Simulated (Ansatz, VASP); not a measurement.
TaN in VASP and in Ansatz

```
Ta N
1.0
     2.93800    0.00000    0.00000
    -1.46900    2.54438    0.00000
     0.00000    0.00000    2.88300
Ta N
1 1
Direct
  0.33333 0.66667 0.50000
  0.00000 0.00000 0.00000
```

Alike in both runs: task single point; functional PBE; k mesh 12 × 12 × 10; occupations gaussian, width 0.05 eV; no spin polarisation.

```csv
,VASP,Ansatz
version,VASP 6.6.1,Ansatz 0.2.0
potentials or method,"VASP PAW PBE potentials, release 64 (Ta_pv, N), cutoff 520 eV","scalar-relativistic, plane waves, PAW"
valence electrons in the cell,16,18
```

Ansatz gave:

```
gap on the k mesh at the Fermi level (eV)                     : none
pressure (GPa)                                                : 4.7
traceless stress, the component that is largest in VASP (GPa) : 0.71
```

Q: What did VASP give for the same quantities?

A: gap on the k mesh at the Fermi level (eV): none; pressure (GPa): 5.4; traceless stress, the component that is largest in VASP (GPa): 0.83.

A gap of «none» marks a metal or a gap that the smearing closes. With one functional, cell and mesh, what is left measures potentials, basis and numerics. VASP's potentials hold 16 valence electrons a cell and Ansatz's 18, so a difference there can come from the potentials and not from the codes.

Neither program's run includes spin-orbit coupling.
